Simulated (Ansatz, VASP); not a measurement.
# One calculation of C, two programs

Contents of INCAR:

```
  PREC = Accurate
  ENCUT = 1300
  EDIFF = 1E-7
  ISMEAR = 0
  SIGMA = 0.1
  LREAL = False
  LASPH = True
  NELM = 120
  ALGO = Normal
  ISIF = 3
  LWAVE = False
  LCHARG = False
  GGA = PE
  IBRION = 2
  NSW = 90
  EDIFFG = -0.04
  GGA_COMPAT = False
  NELMIN = 4
```

The input KPOINTS:

```
regular mesh
0
Gamma
  10 10 6
```

The input POSCAR:

```
C
1.0
    1.7277330500      0.0000000000      0.0000000000
    0.0000000000      1.7277330500      0.0000000000
    0.0000000000      0.0000000000      3.7356940900
C
2
Direct
    0.0000000000      0.0000000000      0.8136955500
    0.0000000000      0.0000000000      0.1863044500
```

Input for Ansatz:

```yaml
crystal:
  lattice:
    - [1.72773305, 0.0, 0.0]
    - [0.0, 1.72773305, 0.0]
    - [0.0, 0.0, 3.73569409]
  atoms:
    - { symbol: C, position: [0.0, 0.0, 0.81369555] }
    - { symbol: C, position: [0.0, 0.0, 0.18630445] }
basis:
  ecutwfc: 420
kpoints:
  mp_grid: { grid: [10, 10, 6] }
hamiltonian:
  xc: pbe
scf:
  occupations: { method: gaussian, width: 0.1 }
  lower_state_search: "off"
output:
  forces: true
  stress: true
  eigenvalues: true
relax:
  adjacent_minimum: "off"
  f_tol: 0.04
  max_steps: 70
  cell: { stress_tol: 0.4 }
```

Alike in both runs: task relaxation of cell and atoms; functional PBE; k mesh 10 × 10 × 6; occupations gaussian, width 0.1 eV; no spin polarisation.

```csv
,VASP,Ansatz
version,VASP 6.6.1,Ansatz 0.2.0
potentials or method,"VASP PAW PBE potentials, release 64 (C_h), cutoff 1300 eV","scalar-relativistic, plane waves, PAW"
valence electrons in the cell,8,8
```

|  | VASP | Ansatz | Ansatz less VASP |
| --- | --- | --- | --- |
| gap on the k mesh at the Fermi level, each at its own relaxed structure (eV) | none | none | - |
| relaxed volume (Å³/atom) | 7.11 | 8.24 | +1.130 |
| relaxed length of the cell vector where the two differ most in proportion (Å) | 4.448 | 5.141 | +0.6932 |

A gap of «none» marks a metal or a gap that the smearing closes. One of these differences is far larger than is usual between the two programs; its cause wasn't traced.

The k mesh is coarse, so the values compare programs but aren't converged. Noted on VASP's run: the volume moved by over 15 % at a fixed basis, so the end points are rough.
